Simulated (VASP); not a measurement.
# GaAs (F-43m) in VASP: notebook, part 2 of 2

VASP 6.6.1.

### 5 Single point, r2SCAN

This run uses another cell than the first one, of 21.65 Å³/atom.

POSCAR reads:

```
GaAs
1.0
    0.0000000000      2.7870835543      2.7870835543
    2.7870835543      0.0000000000      2.7870835543
    2.7870835543      2.7870835543      0.0000000000
Ga As
1 1
Direct
    0.0000000000      0.0000000000      0.0000000000
    0.7500000000      0.7500000000      0.7500000000
```

INCAR.step1 reads:

```
SYSTEM = GaAs
  PREC = Accurate
  ENCUT = 520
  ISMEAR = 0
  SIGMA = 0.01
  LREAL = .FALSE.
  LASPH = .TRUE.
  NELM = 60
  NBANDS = 16
  GGA = PE
  ALGO = Normal
  EDIFF = 1E-4
  LWAVE = .TRUE.
  LCHARG = .FALSE.
```

INCAR.step2 reads:

```
SYSTEM = GaAs
  PREC = Accurate
  ENCUT = 520
  EDIFF = 1E-6
  ISMEAR = 0
  SIGMA = 0.01
  LREAL = .FALSE.
  LASPH = .TRUE.
  NELM = 60
  ALGO = Normal
  ISIF = 2
  LWAVE = .FALSE.
  LCHARG = .FALSE.
  METAGGA = R2SCAN
  LMIXTAU = .TRUE.
  NBANDS = 16
  ISTART = 1
```

KPOINTS reads:

```
Automatic mesh
0
G
  8 8 8
  0 0 0
```

Potentials or basis: VASP PAW PBE potentials, release 64 (Ga_d, As).

Started as:

```sh
> cat potpaw_PBE.64/Ga_d/POTCAR potpaw_PBE.64/As/POTCAR > POTCAR
> cp INCAR.step1 INCAR
> mpirun -np 1 vasp_std > vasp.out
> cp INCAR.step2 INCAR
> mpirun -np 1 vasp_std > vasp.out
```

OUTCAR:

```text
SYSTEM = GaAs
   PREC = Accurate
   ENCUT = 520
   EDIFF = 1E-6
   ISMEAR = 0
   LREAL = .FALSE.
   LASPH = .TRUE.
   NELM = 60
   ISIF = 2
   METAGGA = R2SCAN
   ISTART = 1

 ion  position               nearest neighbor table
   1  0.000  0.000  0.000-   2 2.41   2 2.41   2 2.41   2 2.41
   2  0.750  0.750  0.750-   1 2.41   1 2.41   1 2.41   1 2.41

  LATTYP: Found a face centered cubic cell.
 ALAT       =     5.5741671086

  Lattice vectors:

 A1 = (   0.0000000000,   2.7870835543,   2.7870835543)
 A2 = (   2.7870835543,   0.0000000000,   2.7870835543)
 A3 = (   2.7870835543,   2.7870835543,   0.0000000000)

Analysis of symmetry for initial positions (statically):
=====================================================================
 Subroutine PRICEL returns:
 Original cell was already a primitive cell.

 Routine SETGRP: Setting up the symmetry group for a
 face centered cubic supercell.

 Subroutine GETGRP returns: Found 24 space group operations
 (whereof 24 operations were pure point group operations)
 out of a pool of 48 trial point group operations.

The static configuration has the point symmetry T_d .

Analysis of symmetry for dynamics (positions and initial velocities):
=====================================================================
 Subroutine PRICEL returns:
 Original cell was already a primitive cell.

 Routine SETGRP: Setting up the symmetry group for a
 face centered cubic supercell.

 Subroutine GETGRP returns: Found 24 space group operations
 (whereof 24 operations were pure point group operations)
 out of a pool of 48 trial point group operations.

The dynamic configuration has the point symmetry T_d .

 Subroutine INISYM returns: Found 24 space group operations
 (whereof 24 operations are pure point group operations),
 and found     1 'primitive' translations

----------------------------------------------------------------------------------------

                                     Primitive cell

  volume of cell :      43.2992

  direct lattice vectors                    reciprocal lattice vectors
     0.000000000  2.787083554  2.787083554    -0.179398999  0.179398999  0.179398999
     2.787083554  0.000000000  2.787083554     0.179398999 -0.179398999  0.179398999
     2.787083554  2.787083554  0.000000000     0.179398999  0.179398999 -0.179398999

  length of vectors
     3.941531362  3.941531362  3.941531362     0.310728181  0.310728181  0.310728181

  position of ions in fractional coordinates (direct lattice)
     0.000000000  0.000000000  0.000000000
     0.750000000  0.750000000  0.750000000

  ion indices of the primitive-cell ions
   primitive index   ion index
                 1           1
                 2           2

----------------------------------------------------------------------------------------

 KPOINTS: Automatic mesh

Automatic generation of k-mesh.
 Grid dimensions read from file:
 generate k-points for:    8    8    8

 Generating k-lattice:

  Cartesian coordinates                     Fractional coordinates (reciprocal lattice)
    -0.022424875  0.022424875  0.022424875     0.125000000  0.000000000  0.000000000
     0.022424875 -0.022424875  0.022424875     0.000000000  0.125000000  0.000000000
     0.022424875  0.022424875 -0.022424875     0.000000000  0.000000000  0.125000000

  Length of vectors
     0.038841023  0.038841023  0.038841023

  Shift w.r.t. Gamma in fractional coordinates (k-lattice)
     0.000000000  0.000000000  0.000000000

 Subroutine IBZKPT returns following result:
 ===========================================

 Found     29 irreducible k-points:

 Following reciprocal coordinates:
            Coordinates               Weight
  0.000000  0.000000  0.000000      1.000000
  0.125000  0.000000  0.000000      8.000000
  0.250000  0.000000  0.000000      8.000000
  0.375000  0.000000  0.000000      8.000000
  0.500000  0.000000  0.000000      4.000000
  0.125000  0.125000  0.000000      6.000000
[... 16 lines left out ...]
  0.500000  0.250000  0.125000     48.000000
 -0.375000  0.250000  0.125000     24.000000
 [... further k-points ...]
   k-points           NKPTS =     29   k-points in BZ     NKDIM =     29   number of bands    NBANDS=     16
   number of dos      NEDOS =    301   number of ions     NIONS =      2
   total plane-waves  NPLWV =  27000
   dimension x,y,z NGX =    30 NGY =   30 NGZ =   30
   dimension x,y,z NGXF=    60 NGYF=   60 NGZF=   60
   ions per type =               1   1
   NGX,Y,Z   is equivalent  to a cutoff of  12.65, 12.65, 12.65 a.u.
   NGXF,Y,Z  is equivalent  to a cutoff of  25.31, 25.31, 25.31 a.u.
 SYSTEM =  GaAs
   PREC   = accura    normal or accurate (medium, high low for compatibility)
   ISTART =      1    job   : 0-new  1-cont  2-samecut
   ICHARG =      0    charge: 1-file 2-atom 10-const
   ISPIN  =      1    spin polarized calculation?
   LNONCOLLINEAR =      F non collinear calculations
   LSORBIT =      F    spin-orbit coupling
   LASPH  =      T    aspherical Exc in radial PAW
   ENCUT  =  520.0 eV  38.22 Ry    6.18 a.u.   7.33  7.33  7.33*2*pi/ulx,y,z
   NELM   =     60;   NELMIN=  2; NELMDL=  0     # of ELM steps
   EDIFF  = 0.1E-05   stopping-criterion for ELM
   LREAL  =      F    real-space projection
   EDIFFG = 0.1E-04   stopping-criterion for IOM
   NSW    =      0    number of steps for IOM
   IBRION =     -1    ionic relax: 0-MD 1-quasi-New 2-CG
   NFREE  =      0    steps in history (QN), initial steepest desc. (CG)
   ISIF   =      2    stress and relaxation
   ISYM   =      2    0-nonsym 1-usesym 2-fastsym
   POTIM  = 0.5000    time-step for ionic-motion
   TEBEG  =    0.0;   TEEND  =   0.0 temperature during run
   PSTRESS=    0.0 pullay stress
   NELECT =      18.0000    total number of electrons
   NUPDOWN=      -1.0000    fix difference up-down
   EMIN   =  10.00;   EMAX   =-10.00  energy-range for DOS
   EFERMI =   0.00;   METHOD = LEGACY
   ISMEAR =     0;   SIGMA  =   0.01  broadening in eV -4-tet -1-fermi 0-gaus
   EFERMI_NEDOS =   21; number of points for ismear=-14 and -15
   IALGO  =     38    algorithm
   IMIX   =      4    mixing-type and parameters
     AMIX     =   0.40;   BMIX     =  1.00
     AMIX_MAG =   1.60;   BMIX_MAG =  1.00
  volume/ion in A,a.u.               =      21.65       146.10
  Fermi-wavevector in a.u.,A,eV,Ry     =   1.221816  2.308897 20.311232  1.492833
  Thomas-Fermi vector in A             =   2.356985
   LORBIT       =      0    0 simple, 1 ext, 2 COOP (PROOUT), +10 PAW based schemes
   METAGGA = R2SCAN    functional components
   LHFCALC =     F    Hartree Fock is set to
   AEXX    =    0.0000 exact exchange contribution
   IVDW    =     0    specifies the selected vdW correction
   LEPSILON=     F    determine dielectric tensor
   LRPA    =     F    only Hartree local field effects (RPA)
 non-spin polarized calculation
 Gauss-broadening in eV      SIGMA  =   0.01
  energy-cutoff  :      520.00
  volume of cell :       43.30
 maximum number of plane-waves:      1211
 NGX is ok and might be reduce to    30
   NGX = 15   NGY = 15   NGZ = 15

 number of electron      18.0000015 magnetization

 Free energy of the ion-electron system (eV)
  ---------------------------------------------------
  ext. energy  EPLUGINS =         0.00000000
  ---------------------------------------------------
  free energy    TOTEN  =       -27.02572141 eV

  energy without entropy =      -27.02572141  energy(sigma->0) =      -27.02572141

 E-fermi :   4.1693     XC(G=0): -10.4613

 val. band max:        4.0912132443   @ k =   0.0000   0.0000   0.0000
 cond. band min:       5.4346905622   @ k =   0.0000   0.0000   0.0000
 fundamental gap:      1.3434773179
 Fermi energy:         4.1693462881

 k-point     1 :       0.0000    0.0000    0.0000
  band No.  band energies     occupation
      1     -11.2247      2.00000
      2     -11.2247      2.00000
      3     -11.2247      2.00000
      4     -11.1229      2.00000
      5     -11.1229      2.00000
      6      -9.4443      2.00000
[... 8 lines left out ...]
     15      14.8241      0.00000
     16      14.8241      0.00000
[... 419 lines left out ...]
 k-point    24 :      -0.3750    0.2500    0.1250
  band No.  band energies     occupation
      1     -11.3400      2.00000
      2     -11.1929      2.00000
      3     -11.1843      2.00000
      4     -11.1285      2.00000
      5     -11.1187      2.00000
      6      -7.0672      2.00000
[... 8 lines left out ...]
     15      16.5464      0.00000
     16      17.2461      0.00000

 [... further k-points ...]
[... 5 lines left out ...]
  --------------------------------------------------------------------------------------
  -------------------------------------------------------------------------------------
  Total        1.1152682      1.1152682      1.1152682      0.0000000      0.0000000     -0.0000000
  in kB       41.2676700     41.2676700     41.2676700      0.0000000      0.0000000     -0.0000000
  external PRESSURE =      41.2676700 kB  Pullay stress =       0.0000000 kB

 VOLUME and BASIS-vectors are now :
 -----------------------------------------------------------------------------
  energy-cutoff  :      520.00
  volume of cell :       43.30
      direct lattice vectors                 reciprocal lattice vectors
     0.000000000  2.787083554  2.787083554    -0.179398999  0.179398999  0.179398999
     2.787083554  0.000000000  2.787083554     0.179398999 -0.179398999  0.179398999
     2.787083554  2.787083554  0.000000000     0.179398999  0.179398999 -0.179398999

 POSITION                                       TOTAL-FORCE (eV/Angst)
 -----------------------------------------------------------------------------------
      0.00000      0.00000      0.00000         0.000000      0.000000      0.000000
      4.18063      4.18063      4.18063        -0.000000     -0.000000     -0.000000
 -----------------------------------------------------------------------------------
    total drift:                               -0.000002     -0.000002     -0.000002

  FREE ENERGIE OF THE ION-ELECTRON SYSTEM (eV)
  ---------------------------------------------------
  free  energy   TOTEN  =       -27.0257214064 eV

  energy  without entropy=      -27.0257214064  energy(sigma->0) =      -27.02572141
```

Wall time 47 s (1 thread of Intel Xeon 6975P-C (Granite Rapids), shared host); peak memory 0.18 GiB.

What came out:

```
Free energy            : -27.0257 eV
Pressure               : 4.1 GPa
Band gap on the k mesh : 1.34 eV
```

Levels at points of the mesh, in eV from the valence-band top:
```csv
k point,band 7,band 8,band 9,band 10,band 11,band 12
"(0.00, 0.00, 0.00)",0.00,0.00,0.00,1.34,4.05,4.05
"(0.50, 0.00, 0.00)",-7.07,-1.25,-1.25,1.49,5.00,5.00
"(0.50, 0.50, 0.00)",-7.21,-2.94,-2.94,1.68,1.93,11.22
```

Caveat: the cell stands under pressure; the PAW data sets were made with another functional, which shifts forces and pressure a little. A k mesh can miss the band edges.

### 6 Single point, r2SCAN

This run uses another cell than the first one, of 22.16 Å³/atom.

POSCAR reads:

```
GaAs
1.0
    0.0000000000      2.8087681201      2.8087681201
    2.8087681201      0.0000000000      2.8087681201
    2.8087681201      2.8087681201      0.0000000000
Ga As
1 1
Direct
    0.0000000000      0.0000000000      0.0000000000
    0.7500000000      0.7500000000      0.7500000000
```

INCAR.step1 reads:

```
SYSTEM = GaAs
PREC     = Accurate       ! precision mode
ENCUT    = 520            ! plane-wave cutoff, eV
ISMEAR   = 0              ! smearing method
SIGMA    = 0.01           ! smearing width, eV
LREAL    = .False.        ! projectors in reciprocal space
LASPH    = .True.         ! aspherical terms in the spheres
NELM     = 100            ! most SCF steps
NBANDS   = 16             ! bands
GGA      = PE             ! functional
ALGO     = Normal         ! electronic algorithm
EDIFF    = 1E-4           ! SCF threshold, eV
LWAVE    = .True.         ! write WAVECAR
LCHARG   = .False.        ! write CHGCAR
```

INCAR.step2 reads:

```
SYSTEM = GaAs
PREC     = Accurate       ! precision mode
ENCUT    = 520            ! plane-wave cutoff, eV
EDIFF    = 1E-6           ! SCF threshold, eV
ISMEAR   = 0              ! smearing method
SIGMA    = 0.01           ! smearing width, eV
LREAL    = .False.        ! projectors in reciprocal space
LASPH    = .True.         ! aspherical terms in the spheres
NELM     = 100            ! most SCF steps
ALGO     = Normal         ! electronic algorithm
ISIF     = 2              ! what is computed and relaxed
LWAVE    = .False.        ! write WAVECAR
LCHARG   = .True.         ! write CHGCAR
METAGGA  = R2SCAN         ! meta-GGA
LMIXTAU  = .True.       
LELF     = .True.         ! ELF
LVHAR    = .True.       
NBANDS   = 16             ! bands
ISTART   = 1
```

KPOINTS reads:

```
regular mesh
0
Gamma
  8 8 8
  0 0 0
```

Potentials or basis: VASP PAW PBE potentials, release 64 (Ga_d, As).

Started as:

```sh
> cat potpaw_PBE.64/Ga_d/POTCAR potpaw_PBE.64/As/POTCAR > POTCAR
> cp INCAR.step1 INCAR
> mpirun -np 1 vasp_std > vasp.out
> cp INCAR.step2 INCAR
> mpirun -np 1 vasp_std > vasp.out
```

Run time: 42 s. Hardware: 1 thread of Intel Xeon 6975P-C (Granite Rapids), shared host; peak memory 0.18 GiB.

It converged, with:

| Property | Result |
| --- | --- |
| Free energy | -27.0454 eV |
| Pressure | 2.2 GPa |
| Band gap on the k mesh | 1.15 eV |

Levels at points of the mesh, in eV from the valence-band top:
| k point | band 6 | band 7 | band 8 | band 9 | band 10 | band 11 | band 12 | band 13 |
| --- | --- | --- | --- | --- | --- | --- | --- | --- |
| (0.00, 0.00, 0.00) | -13.36 | 0.00 | 0.00 | 0.00 | 1.15 | 4.04 | 4.04 | 4.04 |
| (0.50, 0.00, 0.00) | -11.44 | -6.93 | -1.22 | -1.22 | 1.42 | 4.99 | 4.99 | 8.32 |
| (0.50, 0.50, 0.00) | -10.64 | -7.09 | -2.85 | -2.85 | 1.72 | 1.94 | 11.02 | 11.02 |

Caveat: the PAW data sets were made with another functional, which shifts forces and pressure a little. A k mesh can miss the band edges.

### 7 The runs side by side

| cell | gap on the mesh (eV) | pressure (GPa) |
| --- | --- | --- |
| a = 3.814 Å, angles 60.0°, 2 atoms | 1.46 | 15.2 |
| a = 3.865 Å, angles 60.0°, 2 atoms | 1.55 | 10.1 |
| a = 3.901 Å, angles 60.0°, 2 atoms | 1.59 | 7.1 |
| a = 3.942 Å, angles 60.0°, 2 atoms | 1.34 | 4.1 |
| a = 3.972 Å, angles 60.0°, 2 atoms | 1.15 | 2.2 |

Alike in all rows: task single point; level r2SCAN; potentials or basis VASP PAW PBE potentials, release 64 (Ga_d, As); no spin polarisation; k mesh 8 × 8 × 8; cutoff (eV) 520; smearing gaussian 0.01 eV.

Caveats: the PAW data sets were made with another functional, which shifts forces and pressure a little; the cell stands under pressure (at least some runs).

Total energies depend on the potentials used, so only differences within one code and one set of settings carry meaning.
